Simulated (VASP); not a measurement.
Here is a VASP 6.6.1 calculation.

INCAR

```
SYSTEM = NiNF3
PREC = Accurate
ENCUT = 520
EDIFF = 1E-6
ISMEAR = -1
SIGMA = 0.1
LREAL = .FALSE.
LASPH = .TRUE.
NELM = 150
ALGO = Normal
ISIF = 2
LWAVE = .FALSE.
LCHARG = .TRUE.
ISPIN = 2
MAGMOM = 1.5 0 0 0 0
LORBIT = 11
LMAXMIX = 4
LDAU = .TRUE.
LDAUTYPE = 1
LDAUL = 2 -1 -1
LDAUU = 5.9 0 0
LDAUJ = 0.9 0 0
LDAUPRINT = 1
GGA = PE
LELF = .TRUE.
LVHAR = .TRUE.
NBANDS = 30
```

The input KPOINTS:

```
regular mesh
0
G
  7 7 7
  0 0 0
```

Contents of POSCAR:

```
NiNF3
1.0
    3.9288370000      0.0000000000      0.0000000000
    0.0000000000      3.9288370000      0.0000000000
    0.0000000000      0.0000000000      3.9288370000
Ni N F
1 1 3
Direct
    0.5000000000      0.5000000000      0.5000000000
    0.0000000000      0.0000000000      0.0000000000
    0.0000000000      0.5000000000      0.5000000000
    0.5000000000      0.5000000000      0.0000000000
    0.5000000000      0.0000000000      0.5000000000
```

Potentials or basis: VASP PAW PBE potentials, release 64 (Ni, N, F).

The run is started by

```console
$ cat potpaw_PBE.64/Ni/POTCAR potpaw_PBE.64/N/POTCAR potpaw_PBE.64/F/POTCAR > POTCAR
$ mpirun -np 1 vasp_std > vasp.out
```

(1) Predict the net moment.

(2) Predict the site moments.

## Answers

(1) 2.02 μB per cell.

(2) Ni +1.88; N -0.00; F +0.05 μB.

Caveat: a cell with one magnetic atom can't hold antiferromagnetic order, which such compounds often take.
